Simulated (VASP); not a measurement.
# Ge (I4/mmm) in VASP: notebook, part 2 of 3

VASP 6.6.1. The steps go on from the part before.

## (3) Single point, PBE

This run uses another cell than the first one, of 18.22 Å³/atom, 0.940 times its volume.

INCAR

```
PREC = Accurate ; ENCUT = 520
EDIFF = 1E-6 ; ISMEAR = -1
SIGMA = 0.05 ; LREAL = F
LASPH = T ; NELM = 80
ALGO = Normal ; ISIF = 2
LWAVE = F ; LCHARG = T
GGA = PE ; LELF = T
LVHAR = T ; NBANDS = 13
```

KPOINTS

```
regular mesh
0
Gamma
  12 12 12
```

POSCAR

```
Ge
1.0
   -1.5755858890      1.5755858890      1.8349411071
    1.5755858890     -1.5755858890      1.8349411071
    1.5755858890      1.5755858890     -1.8349411071
Ge
1
Direct
    0.5000000000      0.5000000000      0.0000000000
```

Potentials or basis: VASP PAW PBE potentials, release 64 (Ge_d).

On the command line:

```
$ cat potpaw_PBE.64/Ge_d/POTCAR > POTCAR
$ mpirun -np 1 vasp_std > vasp.out
```

OUTCAR:

```text
PREC = Accurate
   ENCUT = 520
   EDIFF = 1E-6
   ISMEAR = -1
   LREAL = F
   LASPH = T
   NELM = 80
   ISIF = 2
   GGA = PE

 ion  position               nearest neighbor table
   1  0.500  0.500  0.000-

  LATTYP: Found a body centered tetragonal cell.
 ALAT       =     3.1511717780
 C/A-ratio  =     1.1646087464

  Lattice vectors:

 A1 = (  -1.5755858890,   1.5755858890,   1.8349411071)
 A2 = (   1.5755858890,  -1.5755858890,   1.8349411071)
 A3 = (   1.5755858890,   1.5755858890,  -1.8349411071)

Analysis of symmetry for initial positions (statically):
=====================================================================
 Subroutine PRICEL returns:
 Original cell was already a primitive cell.

 Routine SETGRP: Setting up the symmetry group for a
 body centered tetragonal supercell.

 Subroutine GETGRP returns: Found 16 space group operations
 (whereof 16 operations were pure point group operations)
 out of a pool of 16 trial point group operations.

The static configuration has the point symmetry D_4h.

Analysis of symmetry for dynamics (positions and initial velocities):
=====================================================================
 Subroutine PRICEL returns:
 Original cell was already a primitive cell.

 Routine SETGRP: Setting up the symmetry group for a
 body centered tetragonal supercell.

 Subroutine GETGRP returns: Found 16 space group operations
 (whereof 16 operations were pure point group operations)
 out of a pool of 16 trial point group operations.

The dynamic configuration has the point symmetry D_4h.

 Subroutine INISYM returns: Found 16 space group operations
 (whereof 16 operations are pure point group operations),
 and found     1 'primitive' translations

----------------------------------------------------------------------------------------

                                     Primitive cell

  volume of cell :      18.2208

  direct lattice vectors                    reciprocal lattice vectors
    -1.575585889  1.575585889  1.834941107     0.000000000  0.317342268  0.272488309
     1.575585889 -1.575585889  1.834941107     0.317342268  0.000000000  0.272488309
     1.575585889  1.575585889 -1.834941107     0.317342268  0.317342268  0.000000000

  length of vectors
     2.886511849  2.886511849  2.886511849     0.418277413  0.418277413  0.448789740

  position of ions in fractional coordinates (direct lattice)
     0.500000000  0.500000000  0.000000000

  ion indices of the primitive-cell ions
   primitive index   ion index
                 1           1

----------------------------------------------------------------------------------------

 KPOINTS: regular mesh

Automatic generation of k-mesh.
 Grid dimensions read from file:
 generate k-points for:   12   12   12

 Generating k-lattice:

  Cartesian coordinates                     Fractional coordinates (reciprocal lattice)
     0.000000000  0.026445189  0.022707359     0.083333333  0.000000000  0.000000000
     0.026445189  0.000000000  0.022707359     0.000000000  0.083333333  0.000000000
     0.026445189  0.026445189  0.000000000     0.000000000  0.000000000  0.083333333

  Length of vectors
     0.034856451  0.034856451  0.037399145

  Shift w.r.t. Gamma in fractional coordinates (k-lattice)
     0.000000000  0.000000000  0.000000000

 Subroutine IBZKPT returns following result:
 ===========================================

 Found    163 irreducible k-points:

 Following reciprocal coordinates:
            Coordinates               Weight
  0.000000  0.000000  0.000000      1.000000
  0.083333 -0.000000  0.000000      8.000000
  0.166667 -0.000000  0.000000      8.000000
  0.250000 -0.000000  0.000000      8.000000
  0.333333  0.000000  0.000000      8.000000
  0.416667 -0.000000  0.000000      8.000000
[... 16 lines left out ...]
  0.500000  0.166667  0.000000     16.000000
 -0.416667  0.166667 -0.000000     16.000000
 [... further k-points ...]
   k-points           NKPTS =    163   k-points in BZ     NKDIM =    163   number of bands    NBANDS=     13
   number of dos      NEDOS =    301   number of ions     NIONS =      1
   total plane-waves  NPLWV =  13824
   dimension x,y,z NGX =    24 NGY =   24 NGZ =   24
   dimension x,y,z NGXF=    48 NGYF=   48 NGZF=   48
   ions per type =               1
   NGX,Y,Z   is equivalent  to a cutoff of  13.82, 13.82, 13.82 a.u.
   NGXF,Y,Z  is equivalent  to a cutoff of  27.65, 27.65, 27.65 a.u.
 SYSTEM =  unknown system
   PREC   = accura    normal or accurate (medium, high low for compatibility)
   ISTART =      0    job   : 0-new  1-cont  2-samecut
   ICHARG =      2    charge: 1-file 2-atom 10-const
   ISPIN  =      1    spin polarized calculation?
   LNONCOLLINEAR =      F non collinear calculations
   LSORBIT =      F    spin-orbit coupling
   LASPH  =      T    aspherical Exc in radial PAW
   ENCUT  =  520.0 eV  38.22 Ry    6.18 a.u.   5.37  5.37  5.37*2*pi/ulx,y,z
   NELM   =     80;   NELMIN=  2; NELMDL= -5     # of ELM steps
   EDIFF  = 0.1E-05   stopping-criterion for ELM
   LREAL  =      F    real-space projection
[... 7 lines left out ...]
   TEBEG  =    0.0;   TEEND  =   0.0 temperature during run
   PSTRESS=    0.0 pullay stress
   NELECT =      14.0000    total number of electrons
   NUPDOWN=      -1.0000    fix difference up-down
   EMIN   =  10.00;   EMAX   =-10.00  energy-range for DOS
   EFERMI =   0.00;   METHOD = LEGACY
   ISMEAR =    -1;   SIGMA  =   0.05  broadening in eV -4-tet -1-fermi 0-gaus
   EFERMI_NEDOS =   21; number of points for ismear=-14 and -15
   IALGO  =     38    algorithm
   IMIX   =      4    mixing-type and parameters
     AMIX     =   0.40;   BMIX     =  1.00
     AMIX_MAG =   1.60;   BMIX_MAG =  1.00
  volume/ion in A,a.u.               =      18.22       122.96
  Fermi-wavevector in a.u.,A,eV,Ry     =   1.499439  2.833528 30.590206  2.248317
  Thomas-Fermi vector in A             =   2.611069
   LORBIT       =      0    0 simple, 1 ext, 2 COOP (PROOUT), +10 PAW based schemes
   GGA     = PE    functional components
[... 5 lines left out ...]
 non-spin polarized calculation
  energy-cutoff  :      520.00
  volume of cell :       18.22
 maximum number of plane-waves:       515
 NGX is ok and might be reduce to    24
   NGX = 11   NGY = 11   NGZ = 11

 number of electron      13.9999998 magnetization

 Free energy of the ion-electron system (eV)
  ---------------------------------------------------
  ext. energy  EPLUGINS =         0.00000000
  ---------------------------------------------------
  free energy    TOTEN  =        -4.16520463 eV

  energy without entropy =       -4.16057511  energy(sigma->0) =       -4.16288987

 E-fermi :   7.2949     XC(G=0): -11.4736

 val. band max:        7.2910383164   @ k =   0.5000   0.2500   0.0000
 cond. band min:       7.3043033169   @ k =  -0.3333  -0.3333   0.2500
 fundamental gap:      0.0132650005
 Fermi energy:         7.2949276879

 k-point     1 :       0.0000    0.0000    0.0000
  band No.  band energies     occupation
      1     -17.5851      2.00000
      2     -17.5851      2.00000
      3     -17.5623      2.00000
      4     -17.5228      2.00000
      5     -17.4777      2.00000
      6      -6.2909      2.00000
      7      16.3792      0.00000
      8      16.7188      0.00000
      9      16.7188      0.00000
     10      21.5253      0.00000
     11      21.5253      0.00000
     12      22.9156      0.00000
     13      22.9939      0.00000

 k-point     2 :       0.0833   -0.0000    0.0000
  band No.  band energies     occupation
      1     -17.5821      2.00000
      2     -17.5817      2.00000
      3     -17.5589      2.00000
      4     -17.5231      2.00000
      5     -17.4795      2.00000
      6      -6.1095      2.00000
      7      14.9100      0.00000
      8      16.1729      0.00000
      9      16.4079      0.00000
     10      20.8848      0.00000
     11      21.8194      0.00000
     12      22.6042      0.00000
     13      24.0202      0.00000
[... 321 lines left out ...]
 k-point    23 :       0.5000    0.1667    0.0000
  band No.  band energies     occupation
      1     -17.5953      2.00000
      2     -17.5585      2.00000
      3     -17.5145      2.00000
      4     -17.4917      2.00000
      5     -17.4583      2.00000
      6      -1.0411      2.00000
      7       3.2702      2.00000
      8       9.3412      0.00000
      9      12.9536      0.00000
     10      18.7259      0.00000
     11      20.7658      0.00000
     12      24.2845      0.00000
     13      28.5451      0.00000

 k-point    24 :      -0.4167    0.1667   -0.0000
  band No.  band energies     occupation
      1     -17.5948      2.00000
      2     -17.5621      2.00000
      3     -17.5146      2.00000
      4     -17.4954      2.00000
      5     -17.4668      2.00000
      6      -2.5974      2.00000
      7       5.7067      2.00000
      8      10.1417      0.00000
      9      13.0190      0.00000
     10      18.1098      0.00000
     11      21.1476      0.00000
     12      24.1598      0.00000
     13      25.9978      0.00000

 [... further k-points ...]
[... 5 lines left out ...]
  --------------------------------------------------------------------------------------
  -------------------------------------------------------------------------------------
  Total        0.5540466      0.5540466      0.5434232      0.0000000     -0.0000000      0.0000000
  in kB       48.7181238     48.7181238     47.7839932      0.0000000     -0.0000000      0.0000000
  external PRESSURE =      48.4067469 kB  Pullay stress =       0.0000000 kB

 VOLUME and BASIS-vectors are now :
 -----------------------------------------------------------------------------
  energy-cutoff  :      520.00
  volume of cell :       18.22
      direct lattice vectors                 reciprocal lattice vectors
    -1.575585889  1.575585889  1.834941107     0.000000000  0.317342268  0.272488309
     1.575585889 -1.575585889  1.834941107     0.317342268  0.000000000  0.272488309
     1.575585889  1.575585889 -1.834941107     0.317342268  0.317342268  0.000000000

 POSITION                                       TOTAL-FORCE (eV/Angst)
 -----------------------------------------------------------------------------------
      0.00000      0.00000      1.83494        -0.000000     -0.000000      0.000000
 -----------------------------------------------------------------------------------
    total drift:                               -0.000000      0.000000      0.000000

  FREE ENERGIE OF THE ION-ELECTRON SYSTEM (eV)
  ---------------------------------------------------
  free  energy   TOTEN  =        -4.1652046256 eV

  energy  without entropy=       -4.1605751139  energy(sigma->0) =       -4.16288987
```

OSZICAR:

```text
N       E                     dE             d eps       ncg     rms          rms(c)
DAV:   1     0.646283401119E+02    0.64628E+02   -0.71908E+03  4624   0.303E+03
DAV:   2     0.123408410145E+01   -0.63394E+02   -0.60267E+02  4493   0.425E+02
DAV:   3    -0.410820316517E+01   -0.53423E+01   -0.53090E+01  4838   0.710E+01
DAV:   4    -0.417825381983E+01   -0.70051E-01   -0.70036E-01  4963   0.883E+00
DAV:   5    -0.417891663380E+01   -0.66281E-03   -0.66281E-03  4966   0.937E-01    0.119E+00
DAV:   6    -0.416953787821E+01    0.93788E-02   -0.60127E-03  5388   0.169E+00    0.660E-01
DAV:   7    -0.416534395308E+01    0.41939E-02   -0.42266E-03  5263   0.109E+00    0.585E-02
DAV:   8    -0.416519817912E+01    0.14577E-03   -0.37410E-04  5103   0.454E-01    0.234E-02
DAV:   9    -0.416520432977E+01   -0.61506E-05   -0.54306E-06  4958   0.217E-02    0.491E-03
DAV:  10    -0.416520462563E+01   -0.29587E-06   -0.83861E-08  3299   0.473E-03
   1 F= -.41652046E+01 E0= -.41628899E+01  d E =-.462951E-02
```

It took 13 s on 1 thread of Intel Xeon 6975P-C (Granite Rapids), shared host; peak memory 0.15 GiB.

Results:

```
Free energy            : -4.1652 eV
Pressure               : 4.8 GPa
Band gap on the k mesh : zero (band 7 reaches 16.38 eV, above the bottom of band 8 at 4.24 eV)
```

Stress tensor (GPa, compression positive):
```
4.87 0.00 0.00
0.00 4.87 0.00
0.00 0.00 4.78
```

(Part 2 of 3 ends here.)
